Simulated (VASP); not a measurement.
# Re (Fm-3m) in VASP: further runs

Re is run at these levels: LDA; tasks: electric field gradients.

All numbers are computed with VASP 6.6.1; they aren't measurements. Logs are shortened: lines on timing, memory, paths and dates and some standing lists are left out, and cuts for length are marked.

## Step 1: The cell of the first run

Symmetry: Fm-3m, No. 225, cubic system. The conventional cell has a = 3.869 Å, b = 3.869 Å, c = 3.869 Å, α = 90.00°, β = 90.00°, γ = 90.00°. Re (site symmetry m-3m) has 12 Re at 2.74 Å within 3.6 Å.

## Step 2: Electric field gradients, LDA (volume scaled by 0.94)

INCAR reads:

```
SYSTEM = Re
PREC = Accurate
ENCUT = 520
EDIFF = 1E-8
ISMEAR = -1
SIGMA = 0.03
LREAL = .FALSE.
LASPH = .TRUE.
NELM = 100
ALGO = Normal
ISIF = 2
LWAVE = .FALSE.
LCHARG = .FALSE.
GGA = CA
LEFG = .TRUE.
NBANDS = 10
```

KPOINTS reads:

```
regular mesh
0
G
  14 14 14
  0 0 0
```

POSCAR reads:

```
Re
1.0
    0.0000000000      1.9346825647      1.9346825647
    1.9346825647      0.0000000000      1.9346825647
    1.9346825647      1.9346825647      0.0000000000
Re
1
Direct
    0.0000000000      0.0000000000      0.0000000000
```

Potentials or basis: VASP PAW LDA potentials, release 64 (Re).

Launch:

```
$ cat potpaw_LDA.64/Re/POTCAR > POTCAR
$ mpirun -np 1 vasp_std > vasp.out
```

OUTCAR:

```text
SYSTEM = Re
   PREC = Accurate
   ENCUT = 520
   EDIFF = 1E-8
   ISMEAR = -1
   LREAL = .FALSE.
   LASPH = .TRUE.
   NELM = 100
   ISIF = 2
   GGA = CA

 ion  position               nearest neighbor table
   1  0.000  0.000  0.000-

  LATTYP: Found a face centered cubic cell.
 ALAT       =     3.8693651294

  Lattice vectors:

 A1 = (   0.0000000000,   1.9346825647,   1.9346825647)
 A2 = (   1.9346825647,   0.0000000000,   1.9346825647)
 A3 = (   1.9346825647,   1.9346825647,   0.0000000000)

Analysis of symmetry for initial positions (statically):
=====================================================================
 Subroutine PRICEL returns:
 Original cell was already a primitive cell.

 Routine SETGRP: Setting up the symmetry group for a
 face centered cubic supercell.

 Subroutine GETGRP returns: Found 48 space group operations
 (whereof 48 operations were pure point group operations)
 out of a pool of 48 trial point group operations.

The static configuration has the point symmetry O_h .

Analysis of symmetry for dynamics (positions and initial velocities):
=====================================================================
 Subroutine PRICEL returns:
 Original cell was already a primitive cell.

 Routine SETGRP: Setting up the symmetry group for a
 face centered cubic supercell.

 Subroutine GETGRP returns: Found 48 space group operations
 (whereof 48 operations were pure point group operations)
 out of a pool of 48 trial point group operations.

The dynamic configuration has the point symmetry O_h .

 Subroutine INISYM returns: Found 48 space group operations
 (whereof 48 operations are pure point group operations),
 and found     1 'primitive' translations

----------------------------------------------------------------------------------------

                                     Primitive cell

  volume of cell :      14.4830

  direct lattice vectors                    reciprocal lattice vectors
     0.000000000  1.934682565  1.934682565    -0.258440330  0.258440330  0.258440330
     1.934682565  0.000000000  1.934682565     0.258440330 -0.258440330  0.258440330
[... 122 lines left out ...]
 Free energy of the ion-electron system (eV)
  ---------------------------------------------------
  ext. energy  EPLUGINS =         0.00000000
  ---------------------------------------------------
  free energy    TOTEN  =       -13.69052144 eV

  energy without entropy =      -13.68766320  energy(sigma->0) =      -13.68909232

 E-fermi :   8.3035     XC(G=0): -13.9271

 val. band max:        8.2987141492   @ k =  -0.1429   0.1429   0.0000
 cond. band min:       8.3073428379   @ k =   0.1429   0.1429   0.0000
 fundamental gap:      0.0086286887
 Fermi energy:         8.3034664725

 k-point     1 :       0.0000    0.0000    0.0000
  band No.  band energies     occupation
      1      -1.8531      2.00000
      2       6.3400      2.00000
      3       6.3400      2.00000
      4       6.3400      2.00000
      5       9.5958      0.00000
      6       9.5958      0.00000
      7      22.2957      0.00000
      8      28.0055      0.00000
      9      28.0055      0.00000
     10      28.0055      0.00000
[... 287 lines left out ...]
 k-point    24 :       0.2857    0.1429    0.0000
  band No.  band energies     occupation
      1       1.0416      2.00000
      2       4.6342      2.00000
      3       6.6227      2.00000
      4       7.6180      2.00000
      5       9.1446      0.00000
      6      10.7430      0.00000
      7      23.9363      0.00000
      8      27.1953      0.00000
      9      29.5346      0.00000
     10      30.0095      0.00000

 [... further k-points ...]

------------------------ aborting loop because EDIFF is reached ----------------------------------------

  FORCE on cell =-STRESS in cart. coord.  units (eV):
  Direction    XX          YY          ZZ          XY          YZ          ZX
  --------------------------------------------------------------------------------------
  -------------------------------------------------------------------------------------
  Total       -0.1565245     -0.1565245     -0.1565245      0.0000000      0.0000000      0.0000000
  in kB      -17.3154533    -17.3154533    -17.3154533      0.0000000      0.0000000      0.0000000
  external PRESSURE =     -17.3154533 kB  Pullay stress =       0.0000000 kB

 VOLUME and BASIS-vectors are now :
 -----------------------------------------------------------------------------
  energy-cutoff  :      520.00
  volume of cell :       14.48
      direct lattice vectors                 reciprocal lattice vectors
     0.000000000  1.934682565  1.934682565    -0.258440330  0.258440330  0.258440330
     1.934682565  0.000000000  1.934682565     0.258440330 -0.258440330  0.258440330
     1.934682565  1.934682565  0.000000000     0.258440330  0.258440330 -0.258440330

 POSITION                                       TOTAL-FORCE (eV/Angst)
 -----------------------------------------------------------------------------------
      0.00000      0.00000      0.00000         0.000000      0.000000     -0.000000
 -----------------------------------------------------------------------------------
    total drift:                                0.000000      0.000000     -0.000000

  FREE ENERGIE OF THE ION-ELECTRON SYSTEM (eV)
  ---------------------------------------------------
  free  energy   TOTEN  =       -13.6905214415 eV

  energy  without entropy=      -13.6876632012  energy(sigma->0) =      -13.68909232

 Electric field gradients (V/A^2)
---------------------------------------------------------------------
 ion       V_xx      V_yy      V_zz      V_xy      V_xz      V_yz
---------------------------------------------------------------------
   1      -0.000    -0.000     0.000    -0.000    -0.000    -0.000
---------------------------------------------------------------------

 Electric field gradients after diagonalization (V/A^2)
 (convention: |V_zz| > |V_xx| > |V_yy|)
----------------------------------------------------------------------
 ion       V_xx      V_yy      V_zz     asymmetry (V_yy - V_xx)/ V_zz
----------------------------------------------------------------------
   1       0.000     0.000    -0.000       0.000
----------------------------------------------------------------------

           NMR quadrupolar parameters

 Cq : quadrupolar parameter    Cq=e*Q*V_zz/h
 eta: asymmetry parameters     (V_yy - V_xx)/ V_zz
 Q  : nuclear electric quadrupole moment in mb (millibarn)
----------------------------------------------------------------------
 ion       Cq(MHz)       eta       Q (mb)
----------------------------------------------------------------------
   1      -0.000       0.000       1.000
----------------------------------------------------------------------
```

OSZICAR:

```text
N       E                     dE             d eps       ncg     rms          rms(c)
DAV:   1     0.978127178296E+01    0.97813E+01   -0.33409E+03  2852   0.631E+02
DAV:   2    -0.135308508923E+02   -0.23312E+02   -0.21159E+02  2798   0.144E+02
DAV:   3    -0.144157584583E+02   -0.88491E+00   -0.84527E+00  3322   0.375E+01
DAV:   4    -0.144180918021E+02   -0.23333E-02   -0.23322E-02  3202   0.115E+00
DAV:   5    -0.144180965249E+02   -0.47228E-05   -0.47216E-05  2824   0.383E-02    0.311E+01
DAV:   6    -0.138734454255E+02    0.54465E+00   -0.44568E-01  3306   0.102E+01    0.133E+01
DAV:   7    -0.136954151252E+02    0.17803E+00   -0.33099E-01  3312   0.828E+00    0.267E-01
DAV:   8    -0.136912513651E+02    0.41638E-02   -0.15324E-03  2918   0.259E-01    0.108E-01
DAV:   9    -0.136905177441E+02    0.73362E-03   -0.34548E-04  2766   0.114E-01    0.328E-02
DAV:  10    -0.136905218544E+02   -0.41102E-05   -0.14200E-05  2932   0.266E-02    0.765E-03
DAV:  11    -0.136905214473E+02    0.40714E-06   -0.17963E-07  2560   0.501E-03    0.191E-03
DAV:  12    -0.136905214415E+02    0.57504E-08   -0.10430E-08  1944   0.203E-03
   1 F= -.13690521E+02 E0= -.13689092E+02  d E =-.285824E-02
```

stdout:

```text
POSCAR found type information on POSCAR Re
 POSCAR found :  1 types and       1 ions
 scaLAPACK will be used
 LDA part: xc-table for (Slater(with rela. corr.)+CA(PZ))
 , standard interpolation
 POSCAR, INCAR and KPOINTS ok, starting setup
 FFT: planning ... GRIDC
 FFT: planning ... GRID_SOFT
 FFT: planning ... GRID
 WAVECAR not read
 entering main loop
ion   1
```

Wall time 25 s (1 thread of Intel Xeon 6975P-C, shared host); peak memory 0.13 GiB.

Results:

| Property | Result |
| --- | --- |
| Free energy | -13.6905 eV |
| Pressure | -1.7 GPa |

Caveat: without QUAD_EFG the Cq values of the log hold for a quadrupole moment of 1 mb, not for the nuclei; spin-orbit coupling is left out, which moves the levels of the heavy elements.

## Step 3: Electric field gradients, LDA (volume scaled by 0.98)

INCAR reads:

```
SYSTEM = Re
ALGO     = Normal         ! electronic algorithm
EDIFF    = 1E-8           ! SCF threshold, eV
ENCUT    = 520            ! plane-wave cutoff, eV
GGA      = CA             ! functional
ISIF     = 2              ! what is computed and relaxed
ISMEAR   = -1             ! smearing method
LASPH    = .True.         ! aspherical terms in the spheres
LCHARG   = .False.        ! write CHGCAR
LEFG     = .True.       
LREAL    = .False.        ! projectors in reciprocal space
LWAVE    = .False.        ! write WAVECAR
NBANDS   = 10             ! bands
NELM     = 100            ! most SCF steps
PREC     = Accurate       ! precision mode
SIGMA    = 0.03           ! smearing width, eV
```

KPOINTS reads:

```
k-points
0
Gamma
  14 14 14
  0 0 0
```

POSCAR reads:

```
Re
1.0
    0.0000000000      1.9617445670      1.9617445670
    1.9617445670      0.0000000000      1.9617445670
    1.9617445670      1.9617445670      0.0000000000
Re
1
Direct
    0.0000000000      0.0000000000      0.0000000000
```

Potentials or basis: VASP PAW LDA potentials, release 64 (Re).

Launch:

```
$ cat potpaw_LDA.64/Re/POTCAR > POTCAR
$ mpirun -np 1 vasp_std > vasp.out
```

OUTCAR:

```text
SYSTEM = Re
   EDIFF = 1E-8
   ENCUT = 520
   GGA = CA
   ISIF = 2
   ISMEAR = -1
   LASPH = .True.
   LREAL = .False.
   NELM = 100
   PREC = Accurate

 ion  position               nearest neighbor table
   1  0.000  0.000  0.000-

  LATTYP: Found a face centered cubic cell.
 ALAT       =     3.9234891340

  Lattice vectors:

 A1 = (   0.0000000000,   1.9617445670,   1.9617445670)
 A2 = (   1.9617445670,   0.0000000000,   1.9617445670)
 A3 = (   1.9617445670,   1.9617445670,   0.0000000000)

Analysis of symmetry for initial positions (statically):
=====================================================================
 Subroutine PRICEL returns:
 Original cell was already a primitive cell.

 Routine SETGRP: Setting up the symmetry group for a
 face centered cubic supercell.

 Subroutine GETGRP returns: Found 48 space group operations
 (whereof 48 operations were pure point group operations)
 out of a pool of 48 trial point group operations.

The static configuration has the point symmetry O_h .

Analysis of symmetry for dynamics (positions and initial velocities):
=====================================================================
 Subroutine PRICEL returns:
 Original cell was already a primitive cell.

 Routine SETGRP: Setting up the symmetry group for a
 face centered cubic supercell.

 Subroutine GETGRP returns: Found 48 space group operations
 (whereof 48 operations were pure point group operations)
 out of a pool of 48 trial point group operations.

The dynamic configuration has the point symmetry O_h .

 Subroutine INISYM returns: Found 48 space group operations
 (whereof 48 operations are pure point group operations),
 and found     1 'primitive' translations

----------------------------------------------------------------------------------------

                                     Primitive cell

  volume of cell :      15.0993

  direct lattice vectors                    reciprocal lattice vectors
     0.000000000  1.961744567  1.961744567    -0.254875180  0.254875180  0.254875180
     1.961744567  0.000000000  1.961744567     0.254875180 -0.254875180  0.254875180
     1.961744567  1.961744567  0.000000000     0.254875180  0.254875180 -0.254875180

  length of vectors
     2.774325773  2.774325773  2.774325773     0.441456762  0.441456762  0.441456762

  position of ions in fractional coordinates (direct lattice)
     0.000000000  0.000000000  0.000000000

  ion indices of the primitive-cell ions
   primitive index   ion index
                 1           1

----------------------------------------------------------------------------------------

 KPOINTS: k-points

Automatic generation of k-mesh.
 Grid dimensions read from file:
 generate k-points for:   14   14   14

 Generating k-lattice:

[... 68 lines left out ...]
   ISYM   =      2    0-nonsym 1-usesym 2-fastsym
   POTIM  = 0.5000    time-step for ionic-motion
   TEBEG  =    0.0;   TEEND  =   0.0 temperature during run
   PSTRESS=    0.0 pullay stress
   NELECT =       7.0000    total number of electrons
   NUPDOWN=      -1.0000    fix difference up-down
   EMIN   =  10.00;   EMAX   =-10.00  energy-range for DOS
   EFERMI =   0.00;   METHOD = LEGACY
   ISMEAR =    -1;   SIGMA  =   0.03  broadening in eV -4-tet -1-fermi 0-gaus
   EFERMI_NEDOS =   21; number of points for ismear=-14 and -15
   IALGO  =     38    algorithm
   IMIX   =      4    mixing-type and parameters
     AMIX     =   0.40;   BMIX     =  1.00
     AMIX_MAG =   1.60;   BMIX_MAG =  1.00
  volume/ion in A,a.u.               =      15.10       101.90
  Fermi-wavevector in a.u.,A,eV,Ry     =   1.267034  2.394348 21.842467  1.605376
  Thomas-Fermi vector in A             =   2.400204
   LORBIT       =      0    0 simple, 1 ext, 2 COOP (PROOUT), +10 PAW based schemes
   GGA     = CA    functional components
   LHFCALC =     F    Hartree Fock is set to
   AEXX    =    0.0000 exact exchange contribution
   IVDW    =     0    specifies the selected vdW correction
   LEPSILON=     F    determine dielectric tensor
   LRPA    =     F    only Hartree local field effects (RPA)
 non-spin polarized calculation
  energy-cutoff  :      520.00
  volume of cell :       15.10
 maximum number of plane-waves:       420
 NGX is ok and might be reduce to    24
   NGX = 11   NGY = 11   NGZ = 11

 number of electron       7.0000001 magnetization

 Free energy of the ion-electron system (eV)
  ---------------------------------------------------
  ext. energy  EPLUGINS =         0.00000000
  ---------------------------------------------------
  free energy    TOTEN  =       -13.65410094 eV

  energy without entropy =      -13.65050948  energy(sigma->0) =      -13.65230521

 E-fermi :   7.7639     XC(G=0): -13.7027

 val. band max:        7.7428682293   @ k =   0.5000   0.3571   0.0000
 cond. band min:       7.7749850201   @ k =  -0.1429   0.1429   0.0000
 fundamental gap:      0.0321167909
 Fermi energy:         7.7639040257

 k-point     1 :       0.0000    0.0000    0.0000
  band No.  band energies     occupation
      1      -2.0924      2.00000
      2       5.9234      2.00000
      3       5.9234      2.00000
      4       5.9234      2.00000
      5       8.9759      0.00000
      6       8.9759      0.00000
      7      21.7351      0.00000
      8      27.2009      0.00000
      9      27.2009      0.00000
     10      27.2009      0.00000
[... 287 lines left out ...]
 k-point    24 :       0.2857    0.1429    0.0000
  band No.  band energies     occupation
      1       0.7005      2.00000
      2       4.3088      2.00000
      3       6.1992      2.00000
      4       7.1273      2.00000
      5       8.5602      0.00000
      6      10.0566      0.00000
      7      23.0995      0.00000
      8      26.2062      0.00000
      9      28.3701      0.00000
     10      28.9556      0.00000

 [... further k-points ...]

------------------------ aborting loop because EDIFF is reached ----------------------------------------

  FORCE on cell =-STRESS in cart. coord.  units (eV):
  Direction    XX          YY          ZZ          XY          YZ          ZX
  --------------------------------------------------------------------------------------
  -------------------------------------------------------------------------------------
  Total       -1.5910365     -1.5910365     -1.5910365      0.0000000      0.0000000      0.0000000
  in kB     -168.8236743   -168.8236743   -168.8236743      0.0000000      0.0000000      0.0000000
  external PRESSURE =    -168.8236743 kB  Pullay stress =       0.0000000 kB

 VOLUME and BASIS-vectors are now :
 -----------------------------------------------------------------------------
  energy-cutoff  :      520.00
  volume of cell :       15.10
      direct lattice vectors                 reciprocal lattice vectors
     0.000000000  1.961744567  1.961744567    -0.254875180  0.254875180  0.254875180
     1.961744567  0.000000000  1.961744567     0.254875180 -0.254875180  0.254875180
     1.961744567  1.961744567  0.000000000     0.254875180  0.254875180 -0.254875180

 POSITION                                       TOTAL-FORCE (eV/Angst)
 -----------------------------------------------------------------------------------
      0.00000      0.00000      0.00000         0.000000      0.000000      0.000000
 -----------------------------------------------------------------------------------
    total drift:                               -0.000000      0.000000     -0.000000

  FREE ENERGIE OF THE ION-ELECTRON SYSTEM (eV)
  ---------------------------------------------------
  free  energy   TOTEN  =       -13.6541009390 eV

  energy  without entropy=      -13.6505094844  energy(sigma->0) =      -13.65230521

 Electric field gradients (V/A^2)
---------------------------------------------------------------------
 ion       V_xx      V_yy      V_zz      V_xy      V_xz      V_yz
---------------------------------------------------------------------
   1       0.000    -0.000    -0.000     0.000     0.000     0.000
---------------------------------------------------------------------

 Electric field gradients after diagonalization (V/A^2)
 (convention: |V_zz| > |V_xx| > |V_yy|)
----------------------------------------------------------------------
 ion       V_xx      V_yy      V_zz     asymmetry (V_yy - V_xx)/ V_zz
----------------------------------------------------------------------
   1      -0.000    -0.000     0.000       0.000
----------------------------------------------------------------------

           NMR quadrupolar parameters

 Cq : quadrupolar parameter    Cq=e*Q*V_zz/h
 eta: asymmetry parameters     (V_yy - V_xx)/ V_zz
 Q  : nuclear electric quadrupole moment in mb (millibarn)
----------------------------------------------------------------------
 ion       Cq(MHz)       eta       Q (mb)
----------------------------------------------------------------------
   1       0.000       0.000       1.000
----------------------------------------------------------------------
```

Run time: 29 s. Hardware: 1 thread of Intel Xeon 6975P-C, shared host; peak memory 0.14 GiB.

Results:

| Quantity | Value |
| --- | --- |
| Free energy | -13.6541 eV |
| Pressure | -16.9 GPa |

Levels at points of the mesh, in eV from the Fermi level:
```
           k point  band 2  band 3  band 4  band 5  band 6  band 7
(0.00, 0.00, 0.00)   -1.84   -1.84   -1.84    1.21    1.21   13.97
(0.50, 0.00, 0.00)   -2.04   -2.04    0.33    3.68    3.68    9.64
(0.50, 0.50, 0.00)   -5.73    2.83    3.62    4.41    4.41   12.15
```

Caveat: without QUAD_EFG the Cq values of the log hold for a quadrupole moment of 1 mb, not for the nuclei; spin-orbit coupling is left out, which moves the levels of the heavy elements.
